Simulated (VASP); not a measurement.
# MnAs (P6_3/mmc) in VASP: settings compared

MnAs is run at these levels: PBEsol+D4, PBE+D4, PBEsol, PBE; tasks: single point, relaxation of cell and atoms.

All numbers are computed with VASP 6.6.1; they aren't measurements. Logs are shortened: lines on timing, memory, paths and dates and some standing lists are left out, and cuts for length are marked.

## Step 1: The cell of the first run

It takes space group P6_3/mmc (No. 194, hexagonal). Conventional cell: a = 3.536 Å, b = 3.536 Å, c = 5.299 Å, α = 90.00°, β = 90.00°, γ = 120.00°. As (site symmetry -6m2) has 6 Mn at 2.43 Å within 3.2 Å. Mn (site symmetry -3m) has 6 As at 2.43 Å and 2 Mn at 2.65 Å within 3.2 Å.

## Step 2: Single point, PBEsol+D4, collinear spin, ferromagnetic start

The input, INCAR:

```
  ALGO = Normal
  EDIFF = 1E-6
  ENCUT = 520
  GGA = PS
  ISIF = 2
  ISMEAR = -1
  ISPIN = 2
  IVDW = 13
  LASPH = True
  LCHARG = False
  LMAXMIX = 4
  LORBIT = 11
  LREAL = False
  LWAVE = False
  MAGMOM = 0 0 4 4
  NBANDS = 30
  NELM = 150
  PREC = Accurate
  SIGMA = 0.05
```

The input, KPOINTS:

```
k-points
0
Gamma
  8 8 5
```

The input, POSCAR:

```
MnAs
1.0
    3.5355370459      0.0000000000      0.0000000000
   -1.7677685230      3.0618648978      0.0000000000
    0.0000000000      0.0000000000      5.2991473282
As Mn
2 2
Direct
    0.6666666667      0.3333333333      0.7500000000
    0.3333333333      0.6666666667      0.2500000000
    0.0000000000      0.0000000000      0.5000000000
    0.0000000000      0.0000000000      0.0000000000
```

Potentials or basis: VASP PAW PBE potentials, release 64 (As, Mn_pv).

Launch:

```bash
$ cat potpaw_PBE.64/As/POTCAR potpaw_PBE.64/Mn_pv/POTCAR > POTCAR
$ mpirun -np 1 vasp_std > vasp.out
```

OUTCAR:

```text
EDIFF = 1E-6
   ENCUT = 520
   GGA = PS
   ISIF = 2
   ISMEAR = -1
   ISPIN = 2
   IVDW = 13
   LASPH = True
   LORBIT = 11
   LREAL = False
   NELM = 150
   PREC = Accurate

 ion  position               nearest neighbor table
   1  0.667  0.333  0.750-   3 2.43   4 2.43   3 2.43   4 2.43   3 2.43   4 2.43
   2  0.333  0.667  0.250-   3 2.43   4 2.43   3 2.43   4 2.43   3 2.43   4 2.43
   3  0.000  0.000  0.500-   1 2.43   2 2.43   1 2.43   2 2.43   1 2.43   2 2.43   4 2.65   4 2.65

   4  0.000  0.000  0.000-   1 2.43   2 2.43   1 2.43   2 2.43   1 2.43   2 2.43   3 2.65   3 2.65

  LATTYP: Found a hexagonal cell.
 ALAT       =     3.5355370459
 C/A-ratio  =     1.4988238730

  Lattice vectors:

 A1 = (   3.5355370459,   0.0000000000,   0.0000000000)
 A2 = (  -1.7677685230,   3.0618648978,   0.0000000000)
 A3 = (   0.0000000000,   0.0000000000,   5.2991473282)

Analysis of symmetry for initial positions (statically):
=====================================================================
 Subroutine PRICEL returns:
 Original cell was already a primitive cell.

 Routine SETGRP: Setting up the symmetry group for a
 hexagonal supercell.

 Subroutine GETGRP returns: Found 24 space group operations
 (whereof 12 operations were pure point group operations)
 out of a pool of 24 trial point group operations.

The static configuration has the point symmetry D_3d.
 The point group associated with its full space group is D_6h.

Analysis of symmetry for dynamics (positions and initial velocities):
=====================================================================
 Subroutine PRICEL returns:
 Original cell was already a primitive cell.

 Routine SETGRP: Setting up the symmetry group for a
 hexagonal supercell.

 Subroutine GETGRP returns: Found 24 space group operations
 (whereof 12 operations were pure point group operations)
 out of a pool of 24 trial point group operations.

The dynamic configuration has the point symmetry D_3d.
 The point group associated with its full space group is D_6h.

Analysis of structural, dynamic, and magnetic symmetry:
=====================================================================
 Subroutine PRICEL returns:
 Original cell was already a primitive cell.

 Routine SETGRP: Setting up the symmetry group for a
 hexagonal supercell.

 Subroutine GETGRP returns: Found 24 space group operations
 (whereof 12 operations were pure point group operations)
 out of a pool of 24 trial point group operations.

[... 130 lines left out ...]
   GGA     = PS    functional components
   LHFCALC =     F    Hartree Fock is set to
   AEXX    =    0.0000 exact exchange contribution
   IVDW    =    13    specifies the selected vdW correction
   LEPSILON=     F    determine dielectric tensor
   LRPA    =     F    only Hartree local field effects (RPA)
 spin polarized calculation
  energy-cutoff  :      520.00
  volume of cell :       57.37
 maximum number of plane-waves:      1580
 NGX is ok and might be reduce to    28
   NGX = 13   NGY = 13   NGZ = 19

 number of electron      35.9999990 magnetization       4.5513140

 Free energy of the ion-electron system (eV)
  ---------------------------------------------------
  ext. energy  EPLUGINS =         0.00000000
  ---------------------------------------------------
  free energy    TOTEN  =       -30.52633394 eV

  energy without entropy =      -30.50225303  energy(sigma->0) =      -30.51429348

 E-fermi :   8.4643     XC(G=0): -12.1501

 val. band max:        8.4629621389   @ k =   0.2500   0.2500   0.4000
 cond. band min:       8.4944704008   @ k =   0.1250   0.1250   0.4000
 fundamental gap:      0.0315082619
 Fermi energy:         8.4642944675

 spin component 1

 k-point     1 :       0.0000    0.0000    0.0000
  band No.  band energies     occupation
      1     -40.7412      1.00000
      2     -40.7412      1.00000
      3     -40.7184      1.00000
      4     -40.7184      1.00000
      5     -40.6635      1.00000
      6     -40.4468      1.00000
[... 781 lines left out ...]
     29      18.7321      0.00000
     30      20.8334      0.00000

 [... further k-points ...]

 spin component 2

 k-point     1 :       0.0000    0.0000    0.0000
  band No.  band energies     occupation
      1     -38.4102      1.00000
      2     -38.2616      1.00000
      3     -38.2616      1.00000
      4     -38.2357      1.00000
      5     -38.2357      1.00000
      6     -38.1700      1.00000
[... 781 lines left out ...]
     29      19.1645      0.00000
     30      21.2317      0.00000

 [... further k-points ...]

------------------------ aborting loop because EDIFF is reached ----------------------------------------

  DFT-D4 for vdW energy calculation

  Edisp (eV):   -1.06403

  FORCE on cell =-STRESS in cart. coord.  units (eV):
  Direction    XX          YY          ZZ          XY          YZ          ZX
  --------------------------------------------------------------------------------------
  -------------------------------------------------------------------------------------
  Total       0.14574     0.14574     0.14537    -0.00000    -0.00000    -0.00000
  in kB       4.07042     4.07042     4.06019    -0.00000    -0.00000    -0.00000
  external pressure =        4.07 kB  Pullay stress =        0.00 kB

 VOLUME and BASIS-vectors are now :
 -----------------------------------------------------------------------------
  energy-cutoff  :      520.00
  volume of cell :       57.37
      direct lattice vectors                 reciprocal lattice vectors
     3.535537046  0.000000000  0.000000000     0.282842461  0.163299171  0.000000000
    -1.767768523  3.061864898  0.000000000     0.000000000  0.326598342  0.000000000
     0.000000000  0.000000000  5.299147328     0.000000000  0.000000000  0.188709605

 POSITION                                       TOTAL-FORCE (eV/Angst)
 -----------------------------------------------------------------------------------
      1.76777      1.02062      3.97436         0.000000      0.000000      0.000000
     -0.00000      2.04124      1.32479        -0.000000      0.000000      0.000000
      0.00000      0.00000      2.64957        -0.000000      0.000000      0.000000
      0.00000      0.00000      0.00000        -0.000000      0.000000      0.000000
 -----------------------------------------------------------------------------------
    total drift:                               -0.000000      0.000000      0.000000

  FREE ENERGIE OF THE ION-ELECTRON SYSTEM (eV)
  ---------------------------------------------------
  free  energy   TOTEN  =       -31.5903674254 eV

  energy  without entropy=      -31.5662865141  energy(sigma->0) =      -31.57832697

 total charge

# of ion       s       p       d       tot
------------------------------------------
    1        1.209   1.576   0.087   2.871
    2        1.209   1.576   0.087   2.871
    3        0.320   6.321   5.231  11.872
    4        0.320   6.321   5.231  11.872
--------------------------------------------------
tot          3.057  15.795  10.636  29.487

 magnetization (x)

# of ion       s       p       d       tot
------------------------------------------
    1       -0.005  -0.086   0.006  -0.085
    2       -0.005  -0.086   0.006  -0.085
    3        0.025   0.023   2.272   2.320
    4        0.025   0.023   2.272   2.320
--------------------------------------------------
tot          0.039  -0.127   4.556   4.469
```

OSZICAR:

```text
N       E                     dE             d eps       ncg     rms          rms(c)
DAV:   1     0.358418546158E+03    0.35842E+03   -0.19421E+04  3664   0.135E+03
DAV:   2    -0.120464763408E+02   -0.37047E+03   -0.35273E+03  3624   0.392E+02
DAV:   3    -0.324358701385E+02   -0.20389E+02   -0.19874E+02  4174   0.999E+01
DAV:   4    -0.327612736469E+02   -0.32540E+00   -0.32461E+00  3972   0.125E+01
DAV:   5    -0.327650408247E+02   -0.37672E-02   -0.37671E-02  4100   0.146E+00    0.228E+01
DAV:   6    -0.330161572559E+02   -0.25112E+00   -0.20827E+01  3930   0.526E+01    0.177E+01
DAV:   7    -0.306167945809E+02    0.23994E+01   -0.10261E+01  3936   0.365E+01    0.604E+00
DAV:   8    -0.305417019916E+02    0.75093E-01   -0.48542E-01  3996   0.488E+00    0.233E+00
DAV:   9    -0.305264081430E+02    0.15294E-01   -0.46758E-02  4098   0.201E+00    0.825E-01
DAV:  10    -0.305259657594E+02    0.44238E-03   -0.46336E-03  3872   0.532E-01    0.314E-01
DAV:  11    -0.305263288347E+02   -0.36308E-03   -0.52245E-04  4038   0.149E-01    0.119E-01
DAV:  12    -0.305263202354E+02    0.85994E-05   -0.20203E-04  3876   0.101E-01    0.527E-02
DAV:  13    -0.305263332736E+02   -0.13038E-04   -0.24628E-05  4008   0.387E-02    0.190E-02
DAV:  14    -0.305263339387E+02   -0.66505E-06   -0.14393E-06  3114   0.117E-02
   1 F= -.31590367E+02 E0= -.31578327E+02  d E =-.240809E-01  mag=     4.5495
```

stdout:

```text
POSCAR found type information on POSCAR AsMn
 POSCAR found :  2 types and       4 ions
 scaLAPACK will be used
 -----------------------------------------------------------------------------
|                                                                             |
|                                                                             |
|     You enforced a specific xc type in the INCAR file but a different       |
|     I HOPE YOU KNOW WHAT YOU ARE DOING!                                     |
|                                                                             |
 -----------------------------------------------------------------------------

 LDA part: xc-table for (Slater+PW92), standard interpolation
 POSCAR, INCAR and KPOINTS ok, starting setup
 FFT: planning ... GRIDC
 FFT: planning ... GRID_SOFT
 FFT: planning ... GRID
 WAVECAR not read
 entering main loop
```

It took 46 s on 1 thread of Intel Xeon 6975P-C (Granite Rapids), shared host; peak memory 0.24 GiB.

What came out:

| Quantity | Value |
| --- | --- |
| Free energy | -31.5904 eV |
| Pressure | 0.4 GPa |
| Net moment | 4.55 μB per cell |
| Site moments | As -0.09; Mn +2.32 μB |
| Valence electrons inside the program's atomic spheres | As 2.87; Mn 11.87 |
| Dispersion energy per atom | -0.266 eV |

Levels at points of the mesh, in eV from the Fermi level:
Spin up:
```
           k point  band 16  band 17  band 18  band 19  band 20  band 21  band 22  band 23  band 24  band 25
(0.00, 0.00, 0.00)    -2.41    -1.20    -1.20     0.60     0.83     0.83     2.19     3.94     3.94     4.10
(0.50, 0.00, 0.00)    -1.92    -1.69    -1.67    -1.58    -1.25    -1.01     0.53     2.14     4.35     5.48
```
Spin down:
```
           k point  band 13  band 14  band 15  band 16  band 17  band 18  band 19  band 20
(0.00, 0.00, 0.00)    -0.84    -0.84    -0.48    -0.48     0.87     0.87     1.03     1.03
(0.50, 0.00, 0.00)    -3.41    -2.29    -2.16     0.34     0.35     0.40     0.47     1.13
```

Caveat: the PAW data sets were made with another functional, which shifts forces and pressure a little; only a ferromagnetic start was run, and an antiferromagnetic order may lie lower in energy.

(Part 1 of 2 ends here.)
